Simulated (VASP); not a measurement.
# Zr (P6_3/mmc) in VASP: relaxation of cell and atoms with PBE

Aim: the relaxation of cell and atoms of Zr with PBE.

All numbers are computed with VASP 6.6.1; they aren't measurements. Logs are shortened: lines on timing, memory, paths and dates and some standing lists are left out, and cuts for length are marked.

**1. The cell of the first run**

The structure is hexagonal, space group P6_3/mmc (No. 194). Conventional cell: a = 3.219 Å, b = 3.219 Å, c = 5.215 Å, α = 90.00°, β = 90.00°, γ = 120.00°. Within 4.2 Å of Zr (site symmetry -6m2) lie 12 Zr at 3.20 to 3.22 Å.

**2. Relaxation of cell and atoms, PBE**

Input file INCAR:

```
PREC     = Accurate       # precision mode
ENCUT    = 600            # plane-wave cutoff, eV
EDIFF    = 1E-7           # SCF threshold, eV
ISMEAR   = -1             # smearing method
SIGMA    = 0.08           # smearing width, eV
LREAL    = F              # projectors in reciprocal space
LASPH    = T              # aspherical terms in the spheres
NELM     = 80             # most SCF steps
ALGO     = Normal         # electronic algorithm
ISIF     = 3              # what is computed and relaxed
LWAVE    = F              # write WAVECAR
LCHARG   = F              # write CHGCAR
GGA      = PE             # functional
IBRION   = 2              # ionic algorithm
NSW      = 60             # ionic steps
EDIFFG   = -0.005         # ionic threshold
```

Input file KPOINTS:

```
Automatic mesh
0
Gamma
  16 16 9
```

Input file POSCAR:

```
Zr
1.0
    3.2191838095      0.0000000000      0.0000000000
   -1.6095919048      2.7878949585      0.0000000000
    0.0000000000      0.0000000000      5.2150777714
Zr
2
Direct
    0.3333333333      0.6666666667      0.2500000000
    0.6666666667      0.3333333333      0.7500000000
```

Potentials or basis: VASP PAW PBE potentials, release 64 (Zr_sv).

Command:

```console
$ cat potpaw_PBE.64/Zr_sv/POTCAR > POTCAR
$ mpirun -np 1 vasp_std > vasp.out
```

OUTCAR:

```text
PREC = Accurate
   ENCUT = 600
   EDIFF = 1E-7
   ISMEAR = -1
   LREAL = F
   LASPH = T
   NELM = 80
   ISIF = 3
   GGA = PE
   IBRION = 2
   NSW = 60
   EDIFFG = -0.005

 ion  position               nearest neighbor table
   1  0.333  0.667  0.250-   2 3.20   2 3.20   2 3.20   2 3.20   2 3.20   2 3.20
   2  0.667  0.333  0.750-   1 3.20   1 3.20   1 3.20   1 3.20   1 3.20   1 3.20

  LATTYP: Found a hexagonal cell.
 ALAT       =     3.2191838095
 C/A-ratio  =     1.6200000000

  Lattice vectors:

 A1 = (   3.2191838095,   0.0000000000,   0.0000000000)
 A2 = (  -1.6095919048,   2.7878949585,   0.0000000000)
 A3 = (   0.0000000000,   0.0000000000,   5.2150777714)

Analysis of symmetry for initial positions (statically):
=====================================================================
 Subroutine PRICEL returns:
 Original cell was already a primitive cell.

 Routine SETGRP: Setting up the symmetry group for a
 hexagonal supercell.

 Subroutine GETGRP returns: Found 24 space group operations
 (whereof 12 operations were pure point group operations)
 out of a pool of 24 trial point group operations.

The static configuration has the point symmetry D_3d.
 The point group associated with its full space group is D_6h.

Analysis of symmetry for dynamics (positions and initial velocities):
=====================================================================
 Subroutine PRICEL returns:
 Original cell was already a primitive cell.

 Routine SETGRP: Setting up the symmetry group for a
 hexagonal supercell.

 Subroutine GETGRP returns: Found 24 space group operations
 (whereof 12 operations were pure point group operations)
 out of a pool of 24 trial point group operations.

The dynamic configuration has the point symmetry D_3d.
 The point group associated with its full space group is D_6h.

 Subroutine INISYM returns: Found 24 space group operations
 (whereof 12 operations are pure point group operations),
 and found     1 'primitive' translations

----------------------------------------------------------------------------------------

                                     Primitive cell

  volume of cell :      46.8040

  direct lattice vectors                    reciprocal lattice vectors
     3.219183810  0.000000000  0.000000000     0.310637745  0.179346786  0.000000000
    -1.609591905  2.787894958  0.000000000     0.000000000  0.358693572  0.000000000
     0.000000000  0.000000000  5.215077771     0.000000000  0.000000000  0.191751695

  length of vectors
[... 88 lines left out ...]
   ISIF   =      3    stress and relaxation
   ISYM   =      2    0-nonsym 1-usesym 2-fastsym
   POTIM  = 0.5000    time-step for ionic-motion
   TEBEG  =    0.0;   TEEND  =   0.0 temperature during run
   PSTRESS=    0.0 pullay stress
   NELECT =      24.0000    total number of electrons
   NUPDOWN=      -1.0000    fix difference up-down
   EMIN   =  10.00;   EMAX   =-10.00  energy-range for DOS
   EFERMI =   0.00;   METHOD = LEGACY
   ISMEAR =    -1;   SIGMA  =   0.08  broadening in eV -4-tet -1-fermi 0-gaus
   EFERMI_NEDOS =   21; number of points for ismear=-14 and -15
   IALGO  =     38    algorithm
   IMIX   =      4    mixing-type and parameters
     AMIX     =   0.40;   BMIX     =  1.00
     AMIX_MAG =   1.60;   BMIX_MAG =  1.00
  volume/ion in A,a.u.               =      23.40       157.92
  Fermi-wavevector in a.u.,A,eV,Ry     =   1.310341  2.476185 23.361107  1.716993
  Thomas-Fermi vector in A             =   2.440878
   LORBIT       =      0    0 simple, 1 ext, 2 COOP (PROOUT), +10 PAW based schemes
   GGA     = PE    functional components
   LHFCALC =     F    Hartree Fock is set to
   AEXX    =    0.0000 exact exchange contribution
   IVDW    =     0    specifies the selected vdW correction
   LEPSILON=     F    determine dielectric tensor
   LRPA    =     F    only Hartree local field effects (RPA)
 conjugate gradient relaxation of ions
 non-spin polarized calculation
  energy-cutoff  :      600.00
  volume of cell :       46.80
 maximum number of plane-waves:      1587
 NGX is ok and might be reduce to    28
   NGX = 13   NGY = 13   NGZ = 21

--------------------------------------- Ionic step        1  -------------------------------------------

 number of electron      24.0000000 magnetization

 Free energy of the ion-electron system (eV)
  ---------------------------------------------------
  ext. energy  EPLUGINS =         0.00000000
  ---------------------------------------------------
  free energy    TOTEN  =       -17.06164539 eV

  energy without entropy =      -17.01731862  energy(sigma->0) =      -17.03948200

------------------------ aborting loop because EDIFF is reached ----------------------------------------

  FORCE on cell =-STRESS in cart. coord.  units (eV):
  Direction    XX          YY          ZZ          XY          YZ          ZX
  --------------------------------------------------------------------------------------
  -------------------------------------------------------------------------------------
  Total        0.0849934      0.0849934     -0.2176615     -0.0000000     -0.0000000     -0.0000000
  in kB        2.9094636      2.9094636     -7.4509093     -0.0000000     -0.0000000     -0.0000000
  external PRESSURE =      -0.5439941 kB  Pullay stress =       0.0000000 kB
[... 131 lines left out ...]
--------------------------------------- Ionic step        5  -------------------------------------------

 number of electron      24.0000000 magnetization

 Free energy of the ion-electron system (eV)
  ---------------------------------------------------
  ext. energy  EPLUGINS =         0.00000000
  ---------------------------------------------------
  free energy    TOTEN  =       -17.06280973 eV

  energy without entropy =      -17.01924364  energy(sigma->0) =      -17.04102669

 E-fermi :   8.9199     XC(G=0): -11.0589

 val. band max:        8.9190575912   @ k =   0.0000   0.0000   0.4444
 cond. band min:       8.9307468694   @ k =   0.3125   0.3125   0.4444
 fundamental gap:      0.0116892782
 Fermi energy:         8.9198577588

 k-point     1 :       0.0000    0.0000    0.0000
  band No.  band energies     occupation
      1     -39.9079      2.00000
      2     -39.7599      2.00000
      3     -18.4150      2.00000
      4     -17.5614      2.00000
      5     -17.5614      2.00000
      6     -17.4361      2.00000
[... 433 lines left out ...]
      3     -18.0718      2.00000
      4     -18.0692      2.00000
      5     -18.0072      2.00000
      6     -17.7709      2.00000
[... 8 lines left out ...]
     15      10.0265      0.00000
     16      11.9362      0.00000

 [... further k-points ...]
[... 5 lines left out ...]
  --------------------------------------------------------------------------------------
  -------------------------------------------------------------------------------------
  Total        0.0003518      0.0003518     -0.0020792     -0.0000000      0.0000000      0.0000000
  in kB        0.0120446      0.0120446     -0.0711782     -0.0000000      0.0000000      0.0000000
  external PRESSURE =      -0.0156963 kB  Pullay stress =       0.0000000 kB
[... 17 lines left out ...]
  FREE ENERGIE OF THE ION-ELECTRON SYSTEM (eV)
  ---------------------------------------------------
  free  energy   TOTEN  =       -17.0628097284 eV

  energy  without entropy=      -17.0192436423  energy(sigma->0) =      -17.04102669

 reached required accuracy - stopping structural energy minimisation
```

CONTCAR:

```text
Zr
   1.00000000000000
     3.2313104878073067   -0.0000000000002178   -0.0000000000000000
    -1.6156552439540302    2.7983969699780005    0.0000000000000000
     0.0000000000000000   -0.0000000000000000    5.1756387925662537
  Zr
     2
Direct
     0.3333333332999970    0.6666666667000030    0.2500000000000000
     0.6666666667000030    0.3333333332999970    0.7500000000000000

  0.00000000E+00  0.00000000E+00  0.00000000E+00
  0.00000000E+00  0.00000000E+00  0.00000000E+00
```

It took 3.4 min on 1 thread of AMD EPYC 9R45 (Zen 5), shared host; peak memory 0.24 GiB.

Results:

```
Free energy               : -17.0628 eV
Energy gained by relaxing : 0.6 meV/atom
Ionic steps               : 5
Pressure after relaxing   : 0.0 GPa
Band gap on the k mesh    : zero (bands 12 and 13 overlap by 1.09 eV)
```

The path:
| step | energy change (eV) | largest force (eV/Å) | pressure (GPa) | volume (Å³) |
| --- | --- | --- | --- | --- |
| 1 | 0.0000 | 0.0000 | -0.05 | 46.80 |
| 2 | -0.0010 | 0.0000 | 0.08 | 46.75 |
| 3 | -0.0011 | 0.0000 | 0.15 | 46.72 |
| 4 | -0.0011 | 0.0000 | -0.16 | 46.88 |
| 5 | -0.0012 | 0.0000 | 0.00 | 46.80 |

Final structure:
```
Zr
1.0
     3.23131    0.00000    0.00000
    -1.61566    2.79840    0.00000
     0.00000    0.00000    5.17564
Zr
2
Direct
  0.33333 0.66667 0.25000
  0.66667 0.33333 0.75000
```

Levels at points of the mesh, in eV from the Fermi level:
```
           k point  band 9  band 10  band 11  band 12  band 13  band 14  band 15  band 16
(0.00, 0.00, 0.00)   -5.63    -3.00     0.89     0.89     0.98     1.13     1.56     1.56
(0.50, 0.00, 0.00)   -2.53    -2.48    -2.11    -0.19     0.59     0.77     1.44     4.91
```
